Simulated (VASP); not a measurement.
Write the native input for VASP 6.6.1 that does the following.

* Task: single point
* Functional: PBE-based global hybrid
* Potentials or basis: VASP PAW PBE potentials, release 64 (Zn, Se)
* Cutoff: 520 eV
* k mesh: 4 × 4 × 4
* Occupations: gaussian, width 0.05 eV
* Spin: no spin polarisation
* Dipole correction: no
* Grid for exact exchange (PRECFOCK): Normal
* Share of exact exchange: 0.15
* Further INCAR settings: ALGO = Normal; EDIFF = 1e-07; NBANDS = 16

Crystal: ZnSe.

```xyz
2
Lattice="0.0000 2.8338 2.8338 2.8338 0.0000 2.8338 2.8338 2.8338 0.0000" Properties=species:S:1:pos:R:3 pbc="T T T"
Zn    0.0000    0.0000    0.0000
Se    4.2507    4.2507    4.2507
```

One way to write it, as run:

POSCAR

```
ZnSe
1.0
    0.0000000000      2.8337995388      2.8337995388
    2.8337995388      0.0000000000      2.8337995388
    2.8337995388      2.8337995388      0.0000000000
Zn Se
1 1
Direct
    0.0000000000      0.0000000000      0.0000000000
    0.7500000000      0.7500000000      0.7500000000
```

INCAR.step1

```
ALGO = Normal ; EDIFF = 1E-5
ENCUT = 520 ; GGA = PE
ISIF = 2 ; ISMEAR = 0
LASPH = T ; LCHARG = F
LREAL = F ; LWAVE = T
NBANDS = 16 ; NELM = 80
PREC = Accurate ; SIGMA = 0.05
```

INCAR.step2

```
AEXX = 0.15 ; ALGO = Normal
EDIFF = 1E-7 ; ENCUT = 520
GGA = PE ; ISIF = 2
ISMEAR = 0 ; ISTART = 1
LASPH = T ; LCHARG = F
LHFCALC = T ; LREAL = F
LWAVE = F ; NBANDS = 16
NELM = 80 ; PREC = Accurate
PRECFOCK = Normal ; SIGMA = 0.05
```

KPOINTS

```
k-points
0
Gamma
  4 4 4
```

Potentials or basis: VASP PAW PBE potentials, release 64 (Zn, Se).

Launch:

```sh
$ cat potpaw_PBE.64/Zn/POTCAR potpaw_PBE.64/Se/POTCAR > POTCAR
$ cp INCAR.step1 INCAR
$ mpirun -np 1 vasp_std > vasp.out
$ cp INCAR.step2 INCAR
$ mpirun -np 1 vasp_std > vasp.out
```

Results of the run:

```yaml
Pressure: 1.8 GPa
Band_gap_on_the_k_mesh: 2.38 eV, direct
```

Caveat: the k points lie up to 0.48 Å⁻¹ apart; the PAW data sets were made with another functional, which shifts forces and pressure a little.

Wall time 3.9 min on 1 thread of Intel(R) Xeon(R) 6975P-C (Granite Rapids), with other jobs on the host, peak memory 0.18 GiB.
